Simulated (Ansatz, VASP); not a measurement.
One calculation of In3GaP4, two programs

File INCAR:

```
SYSTEM = In3GaP4
PREC     = Accurate       ! precision mode
ENCUT    = 600            ! plane-wave cutoff, eV
EDIFF    = 1E-7           ! SCF threshold, eV
ISMEAR   = 0              ! smearing method
SIGMA    = 0.1            ! smearing width, eV
LREAL    = .False.        ! projectors in reciprocal space
LASPH    = .True.         ! aspherical terms in the spheres
NELM     = 60             ! most SCF steps
ALGO     = Normal         ! electronic algorithm
ISIF     = 3              ! what is computed and relaxed
LWAVE    = .False.        ! write WAVECAR
LCHARG   = .False.        ! write CHGCAR
GGA      = PE             ! functional
IBRION   = 2              ! ionic algorithm
NSW      = 90             ! ionic steps
EDIFFG   = -0.04          ! ionic threshold
```

File KPOINTS:

```
Automatic mesh
0
Gamma
  4 4 2
  0 0 0
```

Contents of POSCAR:

```
In3GaP4
1.0
    3.9567103900      0.0000000000      0.0000000000
    0.0000000000      3.9567103900      0.0000000000
    0.0000000000      0.0000000000     11.1912669800
In Ga P
3 1 4
Direct
    0.0000000000      0.0000000000      0.7500000000
    0.0000000000      0.0000000000      0.2500000000
    0.5000000000      0.5000000000      0.5000000000
    0.5000000000      0.5000000000      0.0000000000
    0.0000000000      0.0000000000      0.0000000000
    0.5000000000      0.5000000000      0.2500000000
    0.0000000000      0.0000000000      0.5000000000
    0.5000000000      0.5000000000      0.7500000000
```

Input for Ansatz:

```yaml
crystal:
  lattice:
    - [3.95671039, 0.0, 0.0]
    - [0.0, 3.95671039, 0.0]
    - [0.0, 0.0, 11.19126698]
  atoms:
    - { symbol: In, position: [0.0, 0.0, 0.75] }
    - { symbol: In, position: [0.0, 0.0, 0.25] }
    - { symbol: In, position: [0.5, 0.5, 0.5] }
    - { symbol: Ga, position: [0.5, 0.5, 0.0] }
    - { symbol: P, position: [0.0, 0.0, 0.0] }
    - { symbol: P, position: [0.5, 0.5, 0.25] }
    - { symbol: P, position: [0.0, 0.0, 0.5] }
    - { symbol: P, position: [0.5, 0.5, 0.75] }
basis:
  ecutwfc: 420
kpoints:
  mp_grid: { grid: [4, 4, 2] }
hamiltonian:
  xc: pbe
scf:
  occupations: { method: gaussian, width: 0.1 }
  lower_state_search: "off"
output:
  forces: true
  stress: true
  eigenvalues: true
relax:
  adjacent_minimum: "off"
  f_tol: 0.04
  max_steps: 70
  cell: { stress_tol: 0.4 }
```

Alike in both runs: task relaxation of cell and atoms; functional PBE; k mesh 4 × 4 × 2; occupations gaussian, width 0.1 eV; no spin polarisation.

|  | VASP | Ansatz |
| --- | --- | --- |
| version | VASP 6.6.1 | Ansatz 0.2.0 |
| potentials or method | VASP PAW PBE potentials, release 64 (In_d, Ga_d, P), cutoff 600 eV | scalar-relativistic, plane waves, PAW |
| valence electrons in the cell | 72 | 72 |

|  | VASP | Ansatz | Ansatz less VASP |
| --- | --- | --- | --- |
| gap on the k mesh at the Fermi level, each at its own relaxed structure (eV) | none | none | - |
| relaxed volume (Å³/atom) | 20.48 | 20.46 | -0.024 |
| relaxed cell length with the largest relative difference (Å) | 3.933 | 3.931 | -0.0022 |

A gap of «none» marks a metal or a gap that the smearing closes.

The k mesh is coarse, so the values compare programs but aren't converged.
